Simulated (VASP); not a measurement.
# MgS (P6_3mc) in VASP: settings compared

Aim: see how the results for MgS move with the level of theory and the settings. Levels: PBEsol, r2SCAN+rVV10. Tasks: single point.

Program: VASP 6.6.1. These are calculated values, not measurements. Logs are shortened: lines on timing, memory, paths and dates and some standing lists are left out, and cuts for length are marked.

## (1) The cell of the first run

It takes space group P6_3mc (No. 186, hexagonal). The conventional cell has a = 4.010 Å, b = 4.010 Å, c = 12.961 Å, α = 90.00°, β = 90.00°, γ = 120.00°. Mg (site symmetry 3m) has 4 S at 2.44 to 2.45 Å within 3.2 Å. Mg (site symmetry 3m) has 4 S at 2.45 Å within 3.2 Å. Within 3.2 Å of S (site symmetry 3m) lie 4 Mg at 2.45 Å. S (site symmetry 3m) has 4 Mg at 2.44 to 2.45 Å within 3.2 Å.

## (2) Single point, PBEsol

Input file INCAR:

```
PREC = Accurate
ENCUT = 600
EDIFF = 1E-6
ISMEAR = -1
SIGMA = 0.03
LREAL = False
LASPH = True
NELM = 120
ALGO = Normal
ISIF = 2
LWAVE = False
LCHARG = True
GGA = PS
LELF = True
LVHAR = True
NBANDS = 26
GGA_COMPAT = False
```

Input file KPOINTS:

```
regular mesh
0
Gamma
  6 6 2
```

Input file POSCAR:

```
MgS
1.0
    4.0100967419      0.0000000000      0.0000000000
   -2.0050483710      3.4728456501      0.0000000000
    0.0000000000      0.0000000000     12.9609589873
Mg S
4 4
Direct
    0.0000000000      0.0000000000     -0.0012341551
    0.3333333333      0.6666666667      0.2497094969
    0.0000000000      0.0000000000      0.4987658449
    0.6666666667      0.3333333333      0.7497094969
    0.0000000000      0.0000000000      0.1881083266
    0.3333333333      0.6666666667      0.4384163316
    0.0000000000      0.0000000000      0.6881083266
    0.6666666667      0.3333333333      0.9384163316
```

Potentials or basis: VASP PAW PBE potentials, release 64 (Mg, S).

Started as:

```console
> cat potpaw_PBE.64/Mg/POTCAR potpaw_PBE.64/S/POTCAR > POTCAR
> mpirun -np 1 vasp_std > vasp.out
```

OUTCAR:

```text
PREC = Accurate
   ENCUT = 600
   EDIFF = 1E-6
   ISMEAR = -1
   LREAL = False
   LASPH = True
   NELM = 120
   ISIF = 2
   GGA = PS

 ion  position               nearest neighbor table
   1  0.000  0.000  0.999-   8 2.44   8 2.44   8 2.44   5 2.45
   2  0.333  0.667  0.250-   6 2.45   5 2.45   5 2.45   5 2.45
   3  0.000  0.000  0.499-   6 2.44   6 2.44   6 2.44   7 2.45
   4  0.667  0.333  0.750-   8 2.45   7 2.45   7 2.45   7 2.45
   5  0.000  0.000  0.188-   2 2.45   2 2.45   2 2.45   1 2.45
   6  0.333  0.667  0.438-   3 2.44   3 2.44   3 2.44   2 2.45
   7  0.000  0.000  0.688-   4 2.45   4 2.45   4 2.45   3 2.45
   8  0.667  0.333  0.938-   1 2.44   1 2.44   1 2.44   4 2.45

  LATTYP: Found a hexagonal cell.
 ALAT       =     4.0100967419
 C/A-ratio  =     3.2320813740

  Lattice vectors:

 A1 = (   4.0100967419,   0.0000000000,   0.0000000000)
 A2 = (  -2.0050483710,   3.4728456501,   0.0000000000)
 A3 = (   0.0000000000,   0.0000000000,  12.9609589873)

Analysis of symmetry for initial positions (statically):
=====================================================================
 Subroutine PRICEL returns:
 Original cell was already a primitive cell.

 Routine SETGRP: Setting up the symmetry group for a
 hexagonal supercell.

 Subroutine GETGRP returns: Found 12 space group operations
 (whereof  6 operations were pure point group operations)
 out of a pool of 24 trial point group operations.

The static configuration has the point symmetry C_3v.
 The point group associated with its full space group is C_6v.

Analysis of symmetry for dynamics (positions and initial velocities):
=====================================================================
 Subroutine PRICEL returns:
 Original cell was already a primitive cell.

 Routine SETGRP: Setting up the symmetry group for a
 hexagonal supercell.

 Subroutine GETGRP returns: Found 12 space group operations
 (whereof  6 operations were pure point group operations)
 out of a pool of 24 trial point group operations.

The dynamic configuration has the point symmetry C_3v.
 The point group associated with its full space group is C_6v.

 Subroutine INISYM returns: Found 12 space group operations
 (whereof  6 operations are pure point group operations),
 and found     1 'primitive' translations

----------------------------------------------------------------------------------------

                                     Primitive cell

  volume of cell :     180.5001

  direct lattice vectors                    reciprocal lattice vectors
     4.010096742  0.000000000  0.000000000     0.249370542  0.143974150  0.000000000
    -2.005048371  3.472845650  0.000000000     0.000000000  0.287948300  0.000000000
     0.000000000  0.000000000 12.960958987     0.000000000  0.000000000  0.077154785

  length of vectors
     4.010096742  4.010096742 12.960958987     0.287948300  0.287948300  0.077154785

  position of ions in fractional coordinates (direct lattice)
     0.000000000  0.000000000  0.998765845
     0.333333333  0.666666667  0.249709497
     0.000000000  0.000000000  0.498765845
     0.666666667  0.333333333  0.749709497
     0.000000000  0.000000000  0.188108327
     0.333333333  0.666666667  0.438416332
     0.000000000  0.000000000  0.688108327
     0.666666667  0.333333333  0.938416332

  ion indices of the primitive-cell ions
   primitive index   ion index
                 1           1
                 2           2
                 3           3
                 4           4
                 5           5
                 6           6
                 7           7
                 8           8

----------------------------------------------------------------------------------------

 KPOINTS: regular mesh

Automatic generation of k-mesh.
 Grid dimensions read from file:
 generate k-points for:    6    6    2

 Generating k-lattice:

  Cartesian coordinates                     Fractional coordinates (reciprocal lattice)
     0.041561757  0.023995692  0.000000000     0.166666667  0.000000000  0.000000000
     0.000000000  0.047991383  0.000000000     0.000000000  0.166666667  0.000000000
     0.000000000  0.000000000  0.038577392     0.000000000  0.000000000  0.500000000

  Length of vectors
     0.047991383  0.047991383  0.038577392

  Shift w.r.t. Gamma in fractional coordinates (k-lattice)
     0.000000000  0.000000000  0.000000000

 Subroutine IBZKPT returns following result:
 ===========================================

 Found     14 irreducible k-points:

 Following reciprocal coordinates:
            Coordinates               Weight
  0.000000  0.000000  0.000000      1.000000
  0.166667  0.000000  0.000000      6.000000
  0.333333  0.000000  0.000000      6.000000
  0.500000 -0.000000  0.000000      3.000000
  0.166667  0.166667  0.000000      6.000000
  0.333333  0.166667  0.000000     12.000000
  0.333333  0.333333  0.000000      2.000000
  0.000000  0.000000  0.500000      1.000000
  0.166667  0.000000  0.500000      6.000000
  0.333333  0.000000  0.500000      6.000000
  0.500000 -0.000000  0.500000      3.000000
  0.166667  0.166667  0.500000      6.000000
  0.333333  0.166667  0.500000     12.000000
  0.333333  0.333333  0.500000      2.000000
   k-points           NKPTS =     14   k-points in BZ     NKDIM =     14   number of bands    NBANDS=     26
   number of dos      NEDOS =    301   number of ions     NIONS =      8
   total plane-waves  NPLWV = 110592
   dimension x,y,z NGX =    32 NGY =   32 NGZ =  108
   dimension x,y,z NGXF=    64 NGYF=   64 NGZF=  216
   ions per type =               4   4
   NGX,Y,Z   is equivalent  to a cutoff of  13.27, 13.27, 13.85 a.u.
   NGXF,Y,Z  is equivalent  to a cutoff of  26.53, 26.53, 27.71 a.u.
 SYSTEM =  unknown system
   PREC   = accura    normal or accurate (medium, high low for compatibility)
   ISTART =      0    job   : 0-new  1-cont  2-samecut
   ICHARG =      2    charge: 1-file 2-atom 10-const
   ISPIN  =      1    spin polarized calculation?
   LNONCOLLINEAR =      F non collinear calculations
   LSORBIT =      F    spin-orbit coupling
   LASPH  =      T    aspherical Exc in radial PAW
   ENCUT  =  600.0 eV  44.10 Ry    6.64 a.u.   8.01  8.01 25.89*2*pi/ulx,y,z
   NELM   =    120;   NELMIN=  2; NELMDL= -5     # of ELM steps
   EDIFF  = 0.1E-05   stopping-criterion for ELM
   LREAL  =      F    real-space projection
   EDIFFG = 0.1E-04   stopping-criterion for IOM
   NSW    =      0    number of steps for IOM
   IBRION =     -1    ionic relax: 0-MD 1-quasi-New 2-CG
   NFREE  =      0    steps in history (QN), initial steepest desc. (CG)
   ISIF   =      2    stress and relaxation
   ISYM   =      2    0-nonsym 1-usesym 2-fastsym
   POTIM  = 0.5000    time-step for ionic-motion
   TEBEG  =    0.0;   TEEND  =   0.0 temperature during run
   PSTRESS=    0.0 pullay stress
   NELECT =      32.0000    total number of electrons
   NUPDOWN=      -1.0000    fix difference up-down
   EMIN   =  10.00;   EMAX   =-10.00  energy-range for DOS
   EFERMI =   0.00;   METHOD = LEGACY
   ISMEAR =    -1;   SIGMA  =   0.03  broadening in eV -4-tet -1-fermi 0-gaus
   EFERMI_NEDOS =   21; number of points for ismear=-14 and -15
   IALGO  =     38    algorithm
   IMIX   =      4    mixing-type and parameters
     AMIX     =   0.40;   BMIX     =  1.00
     AMIX_MAG =   1.60;   BMIX_MAG =  1.00
  volume/ion in A,a.u.               =      22.56       152.26
  Fermi-wavevector in a.u.,A,eV,Ry     =   0.919671  1.737926 11.507728  0.845794
  Thomas-Fermi vector in A             =   2.044891
   LORBIT       =      0    0 simple, 1 ext, 2 COOP (PROOUT), +10 PAW based schemes
   GGA     = PS    functional components
   LHFCALC =     F    Hartree Fock is set to
   AEXX    =    0.0000 exact exchange contribution
   IVDW    =     0    specifies the selected vdW correction
   LEPSILON=     F    determine dielectric tensor
   LRPA    =     F    only Hartree local field effects (RPA)
 non-spin polarized calculation
  energy-cutoff  :      600.00
  volume of cell :      180.50
 maximum number of plane-waves:      6048
   NGX = 17   NGY = 17   NGZ = 51

 number of electron      32.0000002 magnetization

 Free energy of the ion-electron system (eV)
  ---------------------------------------------------
  ext. energy  EPLUGINS =         0.00000000
  ---------------------------------------------------
  free energy    TOTEN  =       -35.70647628 eV

  energy without entropy =      -35.70647628  energy(sigma->0) =      -35.70647628

 E-fermi :   1.7515     XC(G=0):  -8.5934

 val. band max:        1.0878459187   @ k =   0.0000   0.0000   0.0000
 cond. band min:       4.4043509230   @ k =   0.0000   0.0000   0.0000
 fundamental gap:      3.3165050043
 Fermi energy:         1.7515204302

 k-point     1 :       0.0000    0.0000    0.0000
  band No.  band energies     occupation
      1     -10.2569      2.00000
      2      -9.9292      2.00000
      3      -9.9211      2.00000
      4      -9.5336      2.00000
      5      -2.1533      2.00000
      6      -0.8520      2.00000
[... 18 lines left out ...]
     25       8.7128      0.00000
     26       8.8016      0.00000

 k-point     2 :       0.1667    0.0000    0.0000
  band No.  band energies     occupation
      1     -10.1191      2.00000
      2      -9.8193      2.00000
      3      -9.8115      2.00000
      4      -9.4644      2.00000
      5      -1.9348      2.00000
      6      -0.9764      2.00000
[... 18 lines left out ...]
     25       8.4957      0.00000
[... 318 lines left out ...]
     25       8.9274      0.00000
     26       8.9274      0.00000

 k-point    14 :       0.3333    0.3333    0.5000
  band No.  band energies     occupation
      1      -9.3852      2.00000
      2      -9.3852      2.00000
      3      -9.3823      2.00000
      4      -9.3823      2.00000
      5      -1.5424      2.00000
      6      -1.5424      2.00000
[... 18 lines left out ...]
     25       9.3985      0.00000
     26       9.4039      0.00000

------------------------ aborting loop because EDIFF is reached ----------------------------------------

  FORCE on cell =-STRESS in cart. coord.  units (eV):
  Direction    XX          YY          ZZ          XY          YZ          ZX
  --------------------------------------------------------------------------------------
  -------------------------------------------------------------------------------------
  Total       -0.0750451     -0.0750451     -0.0709426      0.0000000      0.0000000      0.0000000
  in kB       -0.6661247     -0.6661247     -0.6297096      0.0000000      0.0000000      0.0000000
  external PRESSURE =      -0.6539864 kB  Pullay stress =       0.0000000 kB

 VOLUME and BASIS-vectors are now :
 -----------------------------------------------------------------------------
  energy-cutoff  :      600.00
  volume of cell :      180.50
      direct lattice vectors                 reciprocal lattice vectors
     4.010096742  0.000000000  0.000000000     0.249370542  0.143974150  0.000000000
    -2.005048371  3.472845650  0.000000000     0.000000000  0.287948300  0.000000000
     0.000000000  0.000000000 12.960958987     0.000000000  0.000000000  0.077154785

 POSITION                                       TOTAL-FORCE (eV/Angst)
 -----------------------------------------------------------------------------------
      0.00000      0.00000     12.94496        -0.000000      0.000000      0.000291
     -0.00000      2.31523      3.23647        -0.000000      0.000000      0.000404
      0.00000      0.00000      6.46448         0.000000      0.000000      0.000291
      2.00505      1.15762      9.71695         0.000000      0.000000      0.000404
      0.00000      0.00000      2.43806        -0.000000      0.000000     -0.000575
     -0.00000      2.31523      5.68230        -0.000000     -0.000000     -0.000120
      0.00000      0.00000      8.91854         0.000000      0.000000     -0.000575
      2.00505      1.15762     12.16278        -0.000000      0.000000     -0.000120
 -----------------------------------------------------------------------------------
    total drift:                               -0.000000     -0.000000      0.000461

  FREE ENERGIE OF THE ION-ELECTRON SYSTEM (eV)
  ---------------------------------------------------
  free  energy   TOTEN  =       -35.7064762824 eV

  energy  without entropy=      -35.7064762824  energy(sigma->0) =      -35.70647628
```

Run time: 2.4 min. Hardware: 1 thread of Intel Xeon 8259CL, shared host; peak memory 0.34 GiB.

What came out:

| Item | Value |
| --- | --- |
| Free energy | -35.7065 eV |
| Pressure | -0.1 GPa |
| Band gap on the k mesh | 3.32 eV |

Caveat: the PAW data sets were made with another functional, which shifts forces and pressure a little.

## (3) Single point, r2SCAN+rVV10

Input file POSCAR:

```
MgS
1.0
    4.0060172386      0.0000000000      0.0000000000
   -2.0030086193      3.4693126966      0.0000000000
    0.0000000000      0.0000000000     12.9636580320
Mg S
4 4
Direct
    0.0000000000      0.0000000000     -0.0011388317
    0.3333333333      0.6666666667      0.2497552255
    0.0000000000      0.0000000000      0.4988611683
    0.6666666667      0.3333333333      0.7497552255
    0.0000000000      0.0000000000      0.1880351759
    0.3333333333      0.6666666667      0.4383484303
    0.0000000000      0.0000000000      0.6880351759
    0.6666666667      0.3333333333      0.9383484303
```

Input file INCAR.step1:

```
  PREC = Accurate
  ENCUT = 660
  ISMEAR = -1
  SIGMA = 0.03
  LREAL = False
  LASPH = True
  NELM = 120
  NBANDS = 26
  GGA = PE
  ALGO = Normal
  EDIFF = 1E-5
  LWAVE = True
  LCHARG = False
  GGA_COMPAT = False
```

Input file INCAR.step2:

```
  PREC = Accurate
  ENCUT = 660
  EDIFF = 1E-6
  ISMEAR = -1
  SIGMA = 0.03
  LREAL = False
  LASPH = True
  NELM = 120
  ALGO = Normal
  ISIF = 2
  LWAVE = False
  LCHARG = True
  METAGGA = R2SCAN
  LMIXTAU = True
  LUSE_VDW = True
  IVDW_NL = 2
  BPARAM = 11.95
  CPARAM = 0.0093
  LELF = True
  LVHAR = True
  NBANDS = 26
  ISTART = 1
  GGA_COMPAT = False
```

Input file KPOINTS:

```
Automatic mesh
0
Gamma
  6 6 2
```

Potentials or basis: VASP PAW PBE potentials, release 64 (Mg, S).

Started as:

```console
> cat potpaw_PBE.64/Mg/POTCAR potpaw_PBE.64/S/POTCAR > POTCAR
> cp INCAR.step1 INCAR
> mpirun -np 1 vasp_std > vasp.out
> cp INCAR.step2 INCAR
> mpirun -np 1 vasp_std > vasp.out
```

Wall time 24 min (1 thread of Intel Xeon 8259CL, shared host); peak memory 0.95 GiB.

The run converged. Its results:

```yaml
Free_energy: -60.7063 eV
Pressure: -0.3 GPa
Largest_force: 0.007 eV/Å
Band_gap_on_the_k_mesh: 4.10 eV
```

Forces on the atoms (eV/Å):
```
Mg   0.000  0.000  0.007
Mg   0.000  0.000  0.002
Mg   0.000  0.000  0.007
Mg   0.000  0.000  0.002
S    0.000  0.000 -0.004
S    0.000  0.000 -0.004
S    0.000  0.000 -0.004
S    0.000  0.000 -0.004
```

Levels at points of the mesh, in eV from the valence-band top:
```
           k point  band 14  band 15  band 16  band 17  band 18  band 19
(0.00, 0.00, 0.00)    -0.06    -0.06     0.00     4.10     5.52     5.58
(0.50, 0.00, 0.00)    -0.77    -0.48    -0.39     4.56     4.83     5.91
(0.00, 0.00, 0.50)    -0.12    -0.12    -0.12     4.75     4.75     5.67
(0.50, 0.00, 0.50)    -0.76    -0.52    -0.52     4.89     4.89     5.76
```

Caveat: the PAW data sets were made with another functional, which shifts forces and pressure a little.
